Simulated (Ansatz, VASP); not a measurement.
**HfN in VASP and in Ansatz**

File INCAR:

```
SYSTEM = HfN
PREC = Accurate
ENCUT = 520
EDIFF = 1E-6
ISMEAR = 0
SIGMA = 0.15
LREAL = .False.
LASPH = .True.
NELM = 80
ALGO = Normal
ISIF = 2
LWAVE = .False.
LCHARG = .False.
GGA = PE
NBANDS = 14
```

Contents of KPOINTS:

```
Automatic mesh
0
Gamma
  22 22 22
  0 0 0
```

POSCAR

```
HfN
1.0
    0.0000000000      2.3875913865      2.2170491446
    2.3875913865      0.0000000000      2.2170491446
    2.3875913865      2.3875913865      0.0000000000
Hf N
1 1
Direct
    0.0000000000      0.0000000000      0.0000000000
    0.5000000000      0.5000000000      0.5000000000
```

Input for Ansatz:

```yaml
crystal:
  lattice:
    - [0.0, 2.3875913865, 2.2170491446]
    - [2.3875913865, 0.0, 2.2170491446]
    - [2.3875913865, 2.3875913865, 0.0]
  atoms:
    - { symbol: Hf, position: [0.0, 0.0, 0.0] }
    - { symbol: "N", position: [0.5, 0.5, 0.5] }
basis:
  ecutwfc: 420
kpoints:
  mp_grid: { grid: [22, 22, 22] }
hamiltonian:
  xc: pbe
scf:
  occupations: { method: gaussian, width: 0.15 }
output:
  forces: true
  stress: true
  eigenvalues: true
```

Change from the starting cell: strain +0.050 along x and y, -0.025 along z, atoms carried along.

Alike in both runs: task single point; functional PBE; k mesh 22 × 22 × 22; occupations gaussian, width 0.15 eV; no spin polarisation.

```csv
,VASP,Ansatz
version,VASP 6.6.1,Ansatz 0.2.0
potentials or method,"VASP PAW PBE potentials, release 64 (Hf_pv, N), cutoff 520 eV","scalar-relativistic, plane waves, PAW"
valence electrons in the cell,15,31
```

```csv
,VASP,Ansatz,Ansatz less VASP
gap on the k mesh at the Fermi level (eV),none,none,-
pressure (GPa),-15.5,-13.4,+2.04
"traceless stress, the component that is largest in VASP (GPa)",17.72,18.04,+0.318
```

A gap of «none» marks a metal or a gap that the smearing closes. VASP's potentials hold 15 valence electrons a cell and Ansatz's 31, so a difference there can come from the potentials and not from the codes.

Neither program's run includes spin-orbit coupling.
